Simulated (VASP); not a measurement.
# TaAl5N6 (P4/mmm) in VASP: relaxation of cell and atoms with PBE

Aim: the relaxation of cell and atoms of TaAl5N6 with PBE.

Program: VASP 6.6.1. These are calculated values, not measurements. Logs are shortened: lines on timing, memory, paths and dates and some standing lists are left out, and cuts for length are marked.

## 1. The cell of the first run

It takes space group P4/mmm (No. 123, tetragonal). The conventional cell has a = 2.941 Å, b = 2.941 Å, c = 12.532 Å, α = 90.00°, β = 90.00°, γ = 90.00°. Within 2.8 Å of Ta (site symmetry 4/mmm) lie 6 N at 2.08 to 2.26 Å. Al (site symmetry 4mm) has 6 N at 2.02 to 2.24 Å within 2.7 Å. Al (site symmetry 4mm) has 6 N at 2.00 to 2.08 Å within 2.7 Å. Within 2.7 Å of Al (site symmetry 4/mmm) lie 6 N at 2.01 to 2.08 Å. Within 2.8 Å of N (site symmetry 4/mmm) lie 4 Ta at 2.08 Å and 2 Al at 2.24 Å. Within 2.7 Å of N (site symmetry 4mm) lie 5 Al at 2.00 to 2.08 Å and 1 Ta at 2.26 Å. N (site symmetry 4mm) has 6 Al at 2.01 to 2.08 Å within 2.7 Å. Within 2.7 Å of N (site symmetry 4/mmm) lie 6 Al at 2.00 to 2.08 Å.

## 2. Relaxation of cell and atoms, PBE

The input, INCAR:

```
SYSTEM = TaAl5N6
PREC = Accurate ; ENCUT = 600
EDIFF = 1E-7 ; ISMEAR = 0
SIGMA = 0.1 ; LREAL = .False.
LASPH = .True. ; NELM = 120
ALGO = Normal ; ISIF = 3
LWAVE = .False. ; LCHARG = .False.
GGA = PE ; IBRION = 2
NSW = 100 ; EDIFFG = -0.01
GGA_COMPAT = .False. ; NELMIN = 4
```

The input, KPOINTS:

```
regular mesh
0
Gamma
  12 12 4
  0 0 0
```

The input, POSCAR:

```
TaAl5N6
1.0
    2.9406615394      0.0000000000      0.0000000000
    0.0000000000      2.9406615394      0.0000000000
    0.0000000000      0.0000000000     12.5316331367
Ta Al N
1 5 6
Direct
    0.5000000000      0.5000000000      0.0000000000
    0.0000000000      0.0000000000      0.8211258990
    0.0000000000      0.0000000000      0.1788741010
    0.5000000000      0.5000000000      0.3403035993
    0.0000000000      0.0000000000      0.5000000000
    0.5000000000      0.5000000000      0.6596964007
    0.0000000000      0.0000000000      0.0000000000
    0.5000000000      0.5000000000      0.1806761946
    0.0000000000      0.0000000000      0.3399712477
    0.5000000000      0.5000000000      0.5000000000
    0.0000000000      0.0000000000      0.6600287523
    0.5000000000      0.5000000000      0.8193238054
```

Potentials or basis: VASP PAW PBE potentials, release 64 (Ta_pv, Al, N).

Command:

```sh
$ cat potpaw_PBE.64/Ta_pv/POTCAR potpaw_PBE.64/Al/POTCAR potpaw_PBE.64/N/POTCAR > POTCAR
$ mpirun -np 1 vasp_std > vasp.out
```

OUTCAR:

```text
SYSTEM = TaAl5N6
   PREC = Accurate
   ENCUT = 600
   EDIFF = 1E-7
   ISMEAR = 0
   LREAL = .False.
   LASPH = .True.
   NELM = 120
   ISIF = 3
   GGA = PE
   IBRION = 2
   NSW = 100
   EDIFFG = -0.01
   NELMIN = 4

 ion  position               nearest neighbor table
   1  0.500  0.500  0.000-   7 2.08   7 2.08   7 2.08   7 2.08  12 2.26   8 2.26   3 3.06   3 3.06
                             2 3.06   3 3.06   2 3.06   2 3.06   3 3.06   2 3.06
   2  0.000  0.000  0.821-  11 2.02  12 2.08  12 2.08  12 2.08  12 2.08   7 2.24   6 2.90   6 2.90
                             6 2.90   6 2.90   1 3.06   1 3.06   1 3.06   1 3.06
   3  0.000  0.000  0.179-   9 2.02   8 2.08   8 2.08   8 2.08   8 2.08   7 2.24   4 2.90   4 2.90
                             4 2.90   4 2.90   1 3.06   1 3.06   1 3.06   1 3.06
   4  0.500  0.500  0.340-   8 2.00  10 2.00   9 2.08   9 2.08   9 2.08   9 2.08   5 2.89   5 2.89
                             5 2.89   5 2.89   3 2.90   3 2.90   3 2.90   3 2.90
   5  0.000  0.000  0.500-   9 2.01  11 2.01  10 2.08  10 2.08  10 2.08  10 2.08   6 2.89   6 2.89
                             4 2.89   6 2.89   4 2.89   4 2.89   6 2.89   4 2.89
   6  0.500  0.500  0.660-  12 2.00  10 2.00  11 2.08  11 2.08  11 2.08  11 2.08   5 2.89   5 2.89
                             5 2.89   5 2.89   2 2.90   2 2.90   2 2.90   2 2.90
   7  0.000  0.000  0.000-   1 2.08   1 2.08   1 2.08   1 2.08   3 2.24   2 2.24
   8  0.500  0.500  0.181-   4 2.00   3 2.08   3 2.08   3 2.08   3 2.08   1 2.26
   9  0.000  0.000  0.340-   5 2.01   3 2.02   4 2.08   4 2.08   4 2.08   4 2.08
  10  0.500  0.500  0.500-   4 2.00   6 2.00   5 2.08   5 2.08   5 2.08   5 2.08
  11  0.000  0.000  0.660-   5 2.01   2 2.02   6 2.08   6 2.08   6 2.08   6 2.08
  12  0.500  0.500  0.819-   6 2.00   2 2.08   2 2.08   2 2.08   2 2.08   1 2.26

  LATTYP: Found a simple tetragonal cell.
 ALAT       =     2.9406615394
 C/A-ratio  =     4.2615013557

  Lattice vectors:

 A1 = (   2.9406615394,   0.0000000000,   0.0000000000)
 A2 = (   0.0000000000,   2.9406615394,   0.0000000000)
 A3 = (   0.0000000000,   0.0000000000,  12.5316331367)

Analysis of symmetry for initial positions (statically):
=====================================================================
 Subroutine PRICEL returns:
 Original cell was already a primitive cell.

 Routine SETGRP: Setting up the symmetry group for a
 simple tetragonal supercell.

 Subroutine GETGRP returns: Found 16 space group operations
 (whereof 16 operations were pure point group operations)
 out of a pool of 16 trial point group operations.

The static configuration has the point symmetry D_4h.

Analysis of symmetry for dynamics (positions and initial velocities):
=====================================================================
 Subroutine PRICEL returns:
 Original cell was already a primitive cell.

 Routine SETGRP: Setting up the symmetry group for a
[... 142 lines left out ...]
   EFERMI_NEDOS =   21; number of points for ismear=-14 and -15
   IALGO  =     38    algorithm
   IMIX   =      4    mixing-type and parameters
     AMIX     =   0.40;   BMIX     =  1.00
     AMIX_MAG =   1.60;   BMIX_MAG =  1.00
  volume/ion in A,a.u.               =       9.03        60.94
  Fermi-wavevector in a.u.,A,eV,Ry     =   1.313726  2.482583 23.481982  1.725877
  Thomas-Fermi vector in A             =   2.444029
   LORBIT       =      0    0 simple, 1 ext, 2 COOP (PROOUT), +10 PAW based schemes
   GGA     = PE    functional components
   LHFCALC =     F    Hartree Fock is set to
   AEXX    =    0.0000 exact exchange contribution
   IVDW    =     0    specifies the selected vdW correction
   LEPSILON=     F    determine dielectric tensor
   LRPA    =     F    only Hartree local field effects (RPA)
 conjugate gradient relaxation of ions
 non-spin polarized calculation
 Gauss-broadening in eV      SIGMA  =   0.10
  energy-cutoff  :      600.00
  volume of cell :      108.37
 maximum number of plane-waves:      3672
 NGX is ok and might be reduce to    24
   NGX = 11   NGY = 11   NGZ = 51

--------------------------------------- Ionic step        1  -------------------------------------------

 number of electron      56.0000004 magnetization

 Free energy of the ion-electron system (eV)
  ---------------------------------------------------
  ext. energy  EPLUGINS =         0.00000000
  ---------------------------------------------------
  free energy    TOTEN  =       -93.16269463 eV

  energy without entropy =      -93.15375686  energy(sigma->0) =      -93.15822574

------------------------ aborting loop because EDIFF is reached ----------------------------------------

  FORCE on cell =-STRESS in cart. coord.  units (eV):
  Direction    XX          YY          ZZ          XY          YZ          ZX
  --------------------------------------------------------------------------------------
  -------------------------------------------------------------------------------------
  Total       -0.1375225     -0.1375225     -0.1626211      0.0000000      0.0000000     -0.0000000
  in kB       -2.0332306     -2.0332306     -2.4043054      0.0000000      0.0000000     -0.0000000
  external PRESSURE =      -2.1569222 kB  Pullay stress =       0.0000000 kB
[... 171 lines left out ...]
--------------------------------------- Ionic step        5  -------------------------------------------

 number of electron      56.0000004 magnetization

 Free energy of the ion-electron system (eV)
  ---------------------------------------------------
  ext. energy  EPLUGINS =         0.00000000
  ---------------------------------------------------
  free energy    TOTEN  =       -93.16279851 eV

  energy without entropy =      -93.15389849  energy(sigma->0) =      -93.15834850

 E-fermi :  11.9162     XC(G=0): -12.3124

 val. band max:       11.9118193454   @ k =   0.1667   0.1667   0.0000
 cond. band min:      11.9251103799   @ k =   0.1667   0.1667   0.2500
 fundamental gap:      0.0132910345
 Fermi energy:        11.9161543693

 k-point     1 :       0.0000    0.0000    0.0000
  band No.  band energies     occupation
      1     -24.0136      2.00000
      2     -23.6903      2.00000
      3     -23.6903      2.00000
      4      -8.1853      2.00000
      5      -7.5131      2.00000
      6      -7.3076      2.00000
[... 901 lines left out ...]
     34      15.7294      0.00000
     35      15.8032      0.00000

 [... further k-points ...]

------------------------ aborting loop because EDIFF is reached ----------------------------------------

  FORCE on cell =-STRESS in cart. coord.  units (eV):
  Direction    XX          YY          ZZ          XY          YZ          ZX
  --------------------------------------------------------------------------------------
  -------------------------------------------------------------------------------------
  Total        0.0025930      0.0025930     -0.0050857      0.0000000     -0.0000000     -0.0000000
  in kB        0.0383693      0.0383693     -0.0752533      0.0000000     -0.0000000     -0.0000000
  external PRESSURE =       0.0004951 kB  Pullay stress =       0.0000000 kB
[... 27 lines left out ...]
  FREE ENERGIE OF THE ION-ELECTRON SYSTEM (eV)
  ---------------------------------------------------
  free  energy   TOTEN  =       -93.1627985102 eV

  energy  without entropy=      -93.1538984874  energy(sigma->0) =      -93.15834850

 reached required accuracy - stopping structural energy minimisation
```

CONTCAR:

```text
TaAl5N6
   1.00000000000000
     2.9400142223877115    0.0000000000000000   -0.0000000000000000
     0.0000000000000000    2.9400142223877115    0.0000000000000000
    -0.0000000000000000    0.0000000000000000   12.5267077748677238
  Ta              Al              N
     1     5     6
Direct
     0.5000000000000000    0.5000000000000000    1.0000000000000000
     1.0000000000000000    0.0000000000000000    0.8210942588161825
     0.0000000000000000    0.0000000000000000    0.1789057411838176
     0.5000000000000000    0.5000000000000000    0.3403016187507065
     0.0000000000000000    0.0000000000000000    0.5000000000000000
     0.5000000000000000    0.5000000000000000    0.6596983812492935
     0.0000000000000000    0.0000000000000000    1.0000000000000000
     0.5000000000000000    0.5000000000000000    0.1807732816873288
     1.0000000000000000    1.0000000000000000    0.3399404868555668
     0.5000000000000000    0.5000000000000000    0.5000000000000000
     0.0000000000000000    1.0000000000000000    0.6600595131444331
     0.5000000000000000    0.5000000000000000    0.8192267183126712

  0.00000000E+00  0.00000000E+00  0.00000000E+00
  0.00000000E+00  0.00000000E+00  0.00000000E+00
  0.00000000E+00  0.00000000E+00  0.00000000E+00
  0.00000000E+00  0.00000000E+00  0.00000000E+00
  0.00000000E+00  0.00000000E+00  0.00000000E+00
  0.00000000E+00  0.00000000E+00  0.00000000E+00
  0.00000000E+00  0.00000000E+00  0.00000000E+00
  0.00000000E+00  0.00000000E+00  0.00000000E+00
  0.00000000E+00  0.00000000E+00  0.00000000E+00
  0.00000000E+00  0.00000000E+00  0.00000000E+00
  0.00000000E+00  0.00000000E+00  0.00000000E+00
  0.00000000E+00  0.00000000E+00  0.00000000E+00
```

Wall time 7.5 min (1 thread of AMD EPYC 9R45 (Zen 5), shared host); peak memory 0.44 GiB.

What came out:

| Item | Value |
| --- | --- |
| Free energy | -93.1628 eV |
| Relaxed volume | 9.02 Å³/atom |
| Relaxed cell | a = 2.940 Å, b = 2.940 Å, c = 12.527 Å, α = 90.00°, β = 90.00°, γ = 90.00° |
| Space group after relaxing (to 0.1 Å) | P4/mmm (No. 123) |
| Energy gained by relaxing | 0.0 meV/atom |
| Ionic steps | 5 |
| Pressure after relaxing | 0.0 GPa |
| Largest force after relaxing | 0.005 eV/Å |
| Band gap on the k mesh | zero (bands 28 and 29 overlap by 4.06 eV) |

Forces in eV/Å, atoms in the order of the input:
```
Ta   0.000  0.000  0.000
Al   0.000  0.000 -0.005
Al   0.000  0.000  0.005
Al   0.000  0.000  0.002
Al   0.000  0.000  0.000
Al   0.000  0.000 -0.002
N    0.000  0.000  0.000
N    0.000  0.000  0.000
N    0.000  0.000  0.003
N    0.000  0.000  0.000
N    0.000  0.000 -0.003
N    0.000  0.000  0.000
```

Step by step:
```
step  energy change (eV)  largest force (eV/Å)  pressure (GPa)  volume (Å³)
   1              0.0000                0.0261           -0.22       108.37
   2              0.0000                0.0056            0.24       108.18
   3             -0.0001                0.0103            0.04       108.26
   4             -0.0001                0.0107            0.03       108.27
   5             -0.0001                0.0049            0.00       108.28
```

Final structure:
```cif
data_structure
_symmetry_space_group_name_H-M 'P 1'
_symmetry_Int_Tables_number 1
_cell_length_a 2.9400
_cell_length_b 2.9400
_cell_length_c 12.5267
_cell_angle_alpha 90.000
_cell_angle_beta 90.000
_cell_angle_gamma 90.000
_cell_volume 108.28
loop_
_atom_site_label
_atom_site_type_symbol
_atom_site_fract_x
_atom_site_fract_y
_atom_site_fract_z
_atom_site_occupancy
Ta1 Ta 0.50000 0.50000 0.00000 1
Al1 Al 0.00000 0.00000 0.82109 1
Al2 Al 0.00000 0.00000 0.17891 1
Al3 Al 0.50000 0.50000 0.34030 1
Al4 Al 0.00000 0.00000 0.50000 1
Al5 Al 0.50000 0.50000 0.65970 1
N1 N 0.00000 0.00000 0.00000 1
N2 N 0.50000 0.50000 0.18077 1
N3 N 0.00000 0.00000 0.33994 1
N4 N 0.50000 0.50000 0.50000 1
N5 N 0.00000 0.00000 0.66006 1
N6 N 0.50000 0.50000 0.81923 1
```

Caveat: spin-orbit coupling is left out, which moves the levels of the heavy elements.
